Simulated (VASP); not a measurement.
AlRu (NiAs type):

```
Ru Al
1.0
     2.35686    0.00000    0.00000
    -1.17843    2.04110    0.00000
     0.00000    0.00000    6.46152
Ru Al
2 2
Direct
  0.00000 0.00000 0.00000
  0.00000 0.00000 0.50000
  0.33333 0.66667 0.25000
  0.66667 0.33333 0.75000
```

Base run:

```yaml
Program: VASP 6.6.1
Functional: PBE
Potentials_or_basis: VASP PAW PBE potentials, release 64 (Ru_pv, Al)
Cutoff: 520 eV
k_mesh: 11 × 11 × 6
Occupations: fermi-dirac, width 0.08 eV
Spin: no spin polarisation
```

Its results: band gap on the k mesh zero (band 17 reaches 24.54 eV, above the bottom of band 18 at 20.09 eV); pressure 410.5 GPa.

The run is repeated on the same cell with these changes: potentials or basis from VASP PAW PBE potentials, release 64 (Ru_pv, Al) to VASP PAW PBE potentials, release 64 (Ru_sv, Al); cutoff from 520 eV to 600 eV; further incar settings from ALGO = Normal; EDIFF = 1e-07; NBANDS = 25 to ALGO = Normal; EDIFF = 1e-06; NBANDS = 27; valence electrons from 34 to 38. What comes out?

Band gap on the k mesh zero (band 19 reaches 26.56 eV, above the bottom of band 20 at 22.09 eV); pressure 407.1 GPa.
